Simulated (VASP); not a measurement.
Crystal: CuO.

```xyz
4
Lattice="2.9028 0.0128 -0.0341 0.0522 2.8449 0.0026 -0.0436 0.0226 5.2732" Properties=species:S:1:pos:R:3 pbc="T T T"
Cu    1.4610    0.0330    2.6107
Cu    0.1815    1.3606   -0.0518
O    -0.0851    2.7906    1.3203
O     2.9431    0.0342    4.0179
```

This cell differs from its parent crystal: atoms moved at random and the cell strained at random.

Base run:

* Program: VASP 6.6.1
* Functional: PBEsol
* Potentials or basis: VASP PAW PBE potentials, release 64 (Cu, O)
* Cutoff: 520 eV
* k mesh: 10 × 10 × 6
* Occupations: gaussian, width 0.1 eV
* Spin: no spin polarisation

Its results: band gap on the k mesh zero (bands 17 and 18 overlap by 0.81 eV); pressure -2.7 GPa; largest force 2.193 eV/Å.

**Question.** The run is repeated on the same cell with these changes: k mesh from 10 × 10 × 6 to 2 × 2 × 1. What comes out?

**Answer.** Band gap on the k mesh 0.03 eV (least direct gap 0.22 eV); pressure 2.7 GPa; largest force 2.310 eV/Å.

Caveats: some runs use coarse meshes; the PAW data sets were made with another functional, which shifts forces and pressure a little; semilocal functionals often make such compounds metallic where correlation or magnetic order opens a gap, which also shifts bond lengths (at least some runs); an odd mesh through Γ misses points on the zone boundary, where band edges can lie (at least some runs).
